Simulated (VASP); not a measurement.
Runs of VASP 6.6.1 on Hf2Si. Symmetry: I4/mcm, No. 140, tetragonal system. The conventional cell has a = 6.551 Å, b = 6.551 Å, c = 5.166 Å, α = 90.00°, β = 90.00°, γ = 90.00°. Hf (site symmetry m2m) has 4 Si at 2.79 Å and 11 Hf at 2.90 to 3.50 Å within 3.7 Å. Si (site symmetry 422) has 2 Si at 2.58 Å and 8 Hf at 2.79 Å within 3.4 Å. 

```csv
k mesh,smearing,further INCAR settings,gap on the mesh (eV),pressure (GPa),largest force (eV/Å)
10 × 10 × 10,gaussian 0.1 eV,ALGO = Fast; EDIFF = 1e-06; NBANDS = 33,none,-2.6,0.03
10 × 10 × 10,methfessel-paxton 0.05 eV,ALGO = Fast; EDIFF = 1e-07; NBANDS = 33,none,-2.6,0.04
10 × 10 × 10,gaussian 0.3 eV,ALGO = Fast; EDIFF = 1e-06; NBANDS = 33,none,(a),0.07
"8 × 8 × 8, shifted",gaussian 0.1 eV,ALGO = Fast; EDIFF = 1e-06; NBANDS = 33,none,-2.6,0.04
10 × 10 × 10,methfessel-paxton 0.5 eV,ALGO = Fast; EDIFF = 1e-06; NBANDS = 33,none,-2.7,0.03
8 × 8 × 8,gaussian 0.1 eV,ALGO = Fast; EDIFF = 1e-07; NBANDS = 33,none,-2.6,0.03
10 × 10 × 10,methfessel-paxton 0.02 eV,ALGO = Fast; EDIFF = 1e-07; NBANDS = 33,none,-2.6,0.04
10 × 10 × 10,fermi-dirac 0.5 eV,ALGO = Fast; EDIFF = 1e-06; NBANDS = 33,none,-0.7,0.44
```

Alike in all rows: task single point; level PBEsol; potentials or basis VASP PAW PBE potentials, release 64 (Hf_pv, Si); no spin polarisation; cell as given; cutoff (eV) 520.

**Question.** Estimate the missing entries.

**Answer.** (a) -2.5.

Caveats: the PAW data sets were made with another functional, which shifts forces and pressure a little; spin-orbit coupling is left out, which moves the levels of the heavy elements; so wide a smearing shifts energies and pressures (at least some runs).

A k mesh can miss the band edges, and the runs leave out spin-orbit coupling on Hf.

A gap of «none» marks levels without a gap at the run's occupations.
